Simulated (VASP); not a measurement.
Here is a VASP 6.6.1 calculation.

The input INCAR:

```
PREC = Accurate
ENCUT = 520
EDIFF = 1E-7
ISMEAR = 0
SIGMA = 0.1
LREAL = F
LASPH = T
NELM = 100
ALGO = Normal
ISIF = 2
LWAVE = F
LCHARG = F
GGA = PE
NBANDS = 14
```

File KPOINTS:

```
Automatic mesh
0
Gamma
  6 6 6
```

Contents of POSCAR:

```
BeAg
1.0
    0.0000000000      2.6524519389      2.6524519389
    2.6524519389      0.0000000000      2.6524519389
    2.6524519389      2.6524519389      0.0000000000
Be Ag
1 1
Direct
    0.0000000000      0.0000000000      0.0000000000
    0.7500000000      0.7500000000      0.7500000000
```

Potentials or basis: VASP PAW PBE potentials, release 64 (Be, Ag).

Command:

```bash
$ cat potpaw_PBE.64/Be/POTCAR potpaw_PBE.64/Ag/POTCAR > POTCAR
$ mpirun -np 1 vasp_std > vasp.out
```

Question: Predict the pressure.

Answer: 0.1 GPa.

Question: Predict the band gap on the k mesh.

Answer: Zero (an odd number of electrons rules out a gap without spin polarisation).
